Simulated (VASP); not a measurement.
# SiC (Cmc2_1) in VASP: a series of runs

SiC is run at these levels: PBE; tasks: single point.

Everything below comes from runs of VASP 6.6.1. Logs are shortened: lines on timing, memory, paths and dates and some standing lists are left out, and cuts for length are marked.

## 1. The cell of the first run

The structure is orthorhombic, space group Cmc2_1 (No. 36). Conventional cell: a = 3.076 Å, b = 5.328 Å, c = 5.048 Å, α = 90.00°, β = 90.00°, γ = 90.00°. Within 2.4 Å of Si (site symmetry m) lie 4 C at 1.84 to 2.03 Å. C (site symmetry m) has 4 Si at 1.84 to 2.03 Å within 2.4 Å.

## 2. Single point, PBE (atoms displaced along a vibrational mode)

Input file INCAR:

```
ALGO = Normal ; EDIFF = 1E-7
ENCUT = 520 ; GGA = PE
ISIF = 2 ; ISMEAR = 0
LASPH = True ; LCHARG = False
LREAL = False ; LWAVE = False
NBANDS = 16 ; NELM = 100
PREC = Accurate ; SIGMA = 0.05
```

Input file KPOINTS:

```
k-points
0
Gamma
  12 12 6
```

Input file POSCAR:

```
SiC
1.0
    3.0759982064      0.0000000000      0.0000000000
   -1.5379991032      2.6638925888      0.0000000000
    0.0000000000      0.0000000000      5.0480000000
Si C
2 2
Direct
    0.3896419100      0.7792838200      0.0000000000
    0.6103580900      0.2207161800      0.5000000000
    0.2819398038      0.5638796075      0.3850000000
    0.7180601962      0.4361203925      0.8850000000
```

Potentials or basis: VASP PAW PBE potentials, release 64 (Si, C).

Command:

```bash
$ cat potpaw_PBE.64/Si/POTCAR potpaw_PBE.64/C/POTCAR > POTCAR
$ mpirun -np 1 vasp_std > vasp.out
```

OUTCAR:

```text
EDIFF = 1E-7
   ENCUT = 520
   GGA = PE
   ISIF = 2
   ISMEAR = 0
   LASPH = True
   LREAL = False
   NELM = 100
   PREC = Accurate

 ion  position               nearest neighbor table
   1  0.390  0.779  0.000-   4 1.84   4 1.88   4 1.88   3 2.03   2 2.78   2 2.78
   2  0.610  0.221  0.500-   3 1.84   3 1.88   3 1.88   4 2.03   1 2.78   1 2.78
   3  0.282  0.564  0.385-   2 1.84   2 1.88   2 1.88   1 2.03
   4  0.718  0.436  0.885-   1 1.84   1 1.88   1 1.88   2 2.03

  LATTYP: Found a hexagonal cell.
 ALAT       =     3.0759982064
 C/A-ratio  =     1.6410932846

  Lattice vectors:

 A1 = (   3.0759982064,   0.0000000000,   0.0000000000)
 A2 = (  -1.5379991032,   2.6638925888,   0.0000000000)
 A3 = (   0.0000000000,   0.0000000000,   5.0480000000)

Analysis of symmetry for initial positions (statically):
=====================================================================
 Subroutine PRICEL returns:
 Original cell was already a primitive cell.

 Routine SETGRP: Setting up the symmetry group for a
 hexagonal supercell.

 Subroutine GETGRP returns: Found  4 space group operations
 (whereof  2 operations were pure point group operations)
 out of a pool of 24 trial point group operations.

The static configuration has the point symmetry C_1h.
 The point group associated with its full space group is C_2v.

Analysis of symmetry for dynamics (positions and initial velocities):
=====================================================================
 Subroutine PRICEL returns:
 Original cell was already a primitive cell.

 Routine SETGRP: Setting up the symmetry group for a
 hexagonal supercell.

 Subroutine GETGRP returns: Found  4 space group operations
 (whereof  2 operations were pure point group operations)
 out of a pool of 24 trial point group operations.

The dynamic configuration has the point symmetry C_1h.
 The point group associated with its full space group is C_2v.

 Subroutine INISYM returns: Found  4 space group operations
 (whereof  2 operations are pure point group operations),
 and found     1 'primitive' translations

----------------------------------------------------------------------------------------

                                     Primitive cell

  volume of cell :      41.3640

  direct lattice vectors                    reciprocal lattice vectors
     3.075998206  0.000000000  0.000000000     0.325097719  0.187695255  0.000000000
    -1.537999103  2.663892589  0.000000000     0.000000000  0.375390511  0.000000000
[... 91 lines left out ...]
   EDIFFG = 0.1E-05   stopping-criterion for IOM
   NSW    =      0    number of steps for IOM
   IBRION =     -1    ionic relax: 0-MD 1-quasi-New 2-CG
   NFREE  =      0    steps in history (QN), initial steepest desc. (CG)
   ISIF   =      2    stress and relaxation
   ISYM   =      2    0-nonsym 1-usesym 2-fastsym
   POTIM  = 0.5000    time-step for ionic-motion
   TEBEG  =    0.0;   TEEND  =   0.0 temperature during run
   PSTRESS=    0.0 pullay stress
   NELECT =      16.0000    total number of electrons
   NUPDOWN=      -1.0000    fix difference up-down
   EMIN   =  10.00;   EMAX   =-10.00  energy-range for DOS
   EFERMI =   0.00;   METHOD = LEGACY
   ISMEAR =     0;   SIGMA  =   0.05  broadening in eV -4-tet -1-fermi 0-gaus
   EFERMI_NEDOS =   21; number of points for ismear=-14 and -15
   IALGO  =     38    algorithm
   IMIX   =      4    mixing-type and parameters
     AMIX     =   0.40;   BMIX     =  1.00
     AMIX_MAG =   1.60;   BMIX_MAG =  1.00
  volume/ion in A,a.u.               =      10.34        69.78
  Fermi-wavevector in a.u.,A,eV,Ry     =   1.192818  2.254099 19.358564  1.422814
  Thomas-Fermi vector in A             =   2.328847
   LORBIT       =      0    0 simple, 1 ext, 2 COOP (PROOUT), +10 PAW based schemes
   GGA     = PE    functional components
   LHFCALC =     F    Hartree Fock is set to
   AEXX    =    0.0000 exact exchange contribution
   IVDW    =     0    specifies the selected vdW correction
   LEPSILON=     F    determine dielectric tensor
   LRPA    =     F    only Hartree local field effects (RPA)
 non-spin polarized calculation
 Gauss-broadening in eV      SIGMA  =   0.05
  energy-cutoff  :      520.00
  volume of cell :       41.36
 maximum number of plane-waves:      1132
   NGX = 11   NGY = 11   NGZ = 19

 number of electron      16.0000000 magnetization

 Free energy of the ion-electron system (eV)
  ---------------------------------------------------
  ext. energy  EPLUGINS =         0.00000000
  ---------------------------------------------------
  free energy    TOTEN  =       -29.19920534 eV

  energy without entropy =      -29.19920534  energy(sigma->0) =      -29.19920534

 E-fermi :   9.1464     XC(G=0): -11.3981

 val. band max:        8.8833485930   @ k =   0.0000   0.0000   0.0000
 cond. band min:      10.0710492294   @ k =   0.3333   0.3333   0.0000
 fundamental gap:      1.1877006364
 Fermi energy:         9.1463776404

 k-point     1 :       0.0000    0.0000    0.0000
  band No.  band energies     occupation
      1      -7.2898      2.00000
      2      -3.8206      2.00000
      3      -0.1300      2.00000
      4       6.9769      2.00000
      5       7.0551      2.00000
      6       7.3376      2.00000
[... 433 lines left out ...]
      3       0.9815      2.00000
      4       2.3773      2.00000
      5       3.1711      2.00000
      6       4.6008      2.00000
[... 8 lines left out ...]
     15      19.0546      0.00000
     16      20.4475      0.00000

 [... further k-points ...]

------------------------ aborting loop because EDIFF is reached ----------------------------------------

  FORCE on cell =-STRESS in cart. coord.  units (eV):
  Direction    XX          YY          ZZ          XY          YZ          ZX
  --------------------------------------------------------------------------------------
  -------------------------------------------------------------------------------------
  Total        2.3009697     -1.3552163      0.8986038      0.0000000      0.0000000      0.0000000
  in kB       89.1249602    -52.4924759     34.8062081      0.0000000      0.0000000      0.0000000
  external PRESSURE =      23.8128975 kB  Pullay stress =       0.0000000 kB

 VOLUME and BASIS-vectors are now :
 -----------------------------------------------------------------------------
  energy-cutoff  :      520.00
  volume of cell :       41.36
      direct lattice vectors                 reciprocal lattice vectors
     3.075998206  0.000000000  0.000000000     0.325097719  0.187695255  0.000000000
    -1.537999103  2.663892589  0.000000000     0.000000000  0.375390511  0.000000000
     0.000000000  0.000000000  5.048000000     0.000000000  0.000000000  0.198098257

 POSITION                                       TOTAL-FORCE (eV/Angst)
 -----------------------------------------------------------------------------------
      0.00000      2.07593      0.00000         0.000000     -2.113065      0.749485
      1.53800      0.58796      2.52400         0.000000      2.113065      0.749485
      0.00000      1.50211      1.94348         0.000000      0.750034     -0.749485
      1.53800      1.16178      4.46748         0.000000     -0.750034     -0.749485
 -----------------------------------------------------------------------------------
    total drift:                               -0.000000      0.000000     -0.000023

  FREE ENERGIE OF THE ION-ELECTRON SYSTEM (eV)
  ---------------------------------------------------
  free  energy   TOTEN  =       -29.1992053436 eV

  energy  without entropy=      -29.1992053436  energy(sigma->0) =      -29.19920534
```

Wall time 63 s (1 thread of Intel Xeon Platinum 8259CL at 2.50GHz (Skylake/Cascade Lake), shared host); peak memory 0.22 GiB.

What came out:

```
Free energy            : -29.1992 eV
Pressure               : 2.4 GPa
Largest force          : 2.242 eV/Å
Band gap on the k mesh : 1.19 eV (least direct gap 3.24 eV)
```

Forces on the atoms (eV/Å):
```
Si   0.000 -2.113  0.749
Si   0.000  2.113  0.749
C    0.000  0.750 -0.749
C    0.000 -0.750 -0.749
```

Levels at points of the mesh, in eV from the valence-band top:
```csv
k point,band 5,band 6,band 7,band 8,band 9,band 10,band 11,band 12
"(0.00, 0.00, 0.00)",-1.83,-1.55,-0.28,0.00,4.28,4.56,5.12,6.39
"(0.50, 0.00, 0.00)",-5.64,-3.76,-3.63,-2.52,2.56,3.97,5.53,5.86
"(0.00, 0.50, 0.00)",-5.67,-3.90,-3.10,-1.83,1.96,2.43,5.77,6.88
"(0.00, 0.00, 0.50)",-1.58,-1.58,-1.19,-1.19,4.93,4.93,6.34,6.34
"(0.50, 0.00, 0.50)",-3.46,-3.46,-2.05,-2.05,2.10,2.10,4.43,4.43
"(0.00, 0.50, 0.50)",-3.04,-3.04,-2.70,-2.70,2.33,2.33,4.60,4.60
```

Caveat: the cell differs from its parent crystal (atoms displaced along a vibrational mode); forces of over 1 eV/Å act on the atoms, so gaps and moduli don't describe the material at rest. A k mesh can miss the band edges.

## 3. Single point, PBE (atoms displaced along a vibrational mode)

Input file INCAR:

```
ALGO = Normal
EDIFF = 1E-6
ENCUT = 520
GGA = PE
ISIF = 2
ISMEAR = 0
LASPH = True
LCHARG = False
LREAL = False
LWAVE = False
NBANDS = 16
NELM = 80
PREC = Accurate
SIGMA = 0.05
```

KPOINTS is that of step 2.

Input file POSCAR:

```
SiC
1.0
    3.0759982064      0.0000000000      0.0000000000
   -1.5379991032      2.6638925888      0.0000000000
    0.0000000000      0.0000000000      5.0480000000
Si C
2 2
Direct
    0.2911019009      0.5822038017      0.0000000000
    0.7088980991      0.4177961983      0.5000000000
    0.3718784805      0.7437569610      0.3850000000
    0.6281215195      0.2562430390      0.8850000000
```

Potentials or basis: VASP PAW PBE potentials, release 64 (Si, C).

Command:

```bash
$ cat potpaw_PBE.64/Si/POTCAR potpaw_PBE.64/C/POTCAR > POTCAR
$ mpirun -np 1 vasp_std > vasp.out
```

It took 58 s on 1 thread of Intel Xeon Platinum 8259CL at 2.50GHz (Skylake/Cascade Lake), shared host; peak memory 0.22 GiB.

The run converged. Its results:

```yaml
Free_energy: -29.6041 eV
Pressure: 2.6 GPa
Largest_force: 1.592 eV/Å
Band_gap_on_the_k_mesh: 1.76 eV (least direct gap 3.91 eV)
```

Forces on the atoms (eV/Å):
```
Si   0.000  1.367  0.815
Si   0.000 -1.367  0.815
C    0.000 -0.715 -0.815
C    0.000  0.715 -0.815
```

Stress tensor (GPa, compression positive):
```
4.21 0.00 0.00
0.00 3.01 0.00
0.00 0.00 0.59
```

Levels at points of the mesh, in eV from the valence-band top:
```csv
k point,band 5,band 6,band 7,band 8,band 9,band 10,band 11,band 12
"(0.00, 0.00, 0.00)",-1.73,-1.00,-0.49,0.00,4.61,5.30,5.85,6.98
"(0.50, 0.00, 0.00)",-5.68,-3.68,-3.13,-2.04,2.80,3.28,5.59,6.55
"(0.00, 0.50, 0.00)",-5.34,-3.88,-3.80,-1.90,2.01,4.74,6.79,6.92
"(0.00, 0.00, 0.50)",-1.36,-1.36,-1.12,-1.12,5.39,5.39,6.67,6.67
"(0.50, 0.00, 0.50)",-3.21,-3.21,-2.25,-2.25,2.67,2.67,4.65,4.65
"(0.00, 0.50, 0.50)",-3.05,-3.05,-2.21,-2.21,2.69,2.69,4.26,4.26
```

Caveat: the cell differs from its parent crystal (atoms displaced along a vibrational mode); forces of over 1 eV/Å act on the atoms, so gaps and moduli don't describe the material at rest.

(Continued in part 2 of 3.)
